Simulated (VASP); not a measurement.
Runs of VASP 6.6.1 on Sn. The structure is that of space group I4/mmm (No. 139), or close to it. The cells are those of the table. 

| task | cell | k mesh | cutoff (eV) | gap on the mesh (eV) | pressure (GPa) |
| --- | --- | --- | --- | --- | --- |
| single point | a = 3.383 Å, angles 119.4, 117.8, 92.4°, 1 atom | 16 × 16 × 16 | 520 | none | -2.5 |
| single point | a = 3.406 Å, angles 119.1, 117.2, 93.3°, 1 atom | 8 × 8 × 8 | 520 | none | (a) |
| relaxation of shape and atoms at fixed volume | relaxed from a = 3.313 Å, angles 115.4, 115.4, 98.1°, 1 atom | 16 × 16 × 16 | 600 | none | -1.5 |
| relaxation of shape and atoms at fixed volume | relaxed from a = 3.345 Å, angles 115.4, 115.4, 98.1°, 1 atom | 16 × 16 × 16 | 600 | none | -2.8 |
| single point | a = 3.530 Å, angles 117.0, 115.5, 96.6°, 1 atom | 16 × 16 × 16 | 520 | none | -7.2 |

Alike in all rows: level PBEsol; potentials or basis VASP PAW PBE potentials, release 64 (Sn_d); no spin polarisation; smearing gaussian 0.1 eV.

**Question.** Fill in the values left out.

**Answer.** (a) -3.8.

Caveats: the PAW data sets were made with another functional, which shifts forces and pressure a little; spin-orbit coupling is left out, which moves the levels of the heavy elements.

A k mesh can miss the band edges, and the runs leave out spin-orbit coupling on Sn.

A gap of «none» marks levels without a gap at the run's occupations.
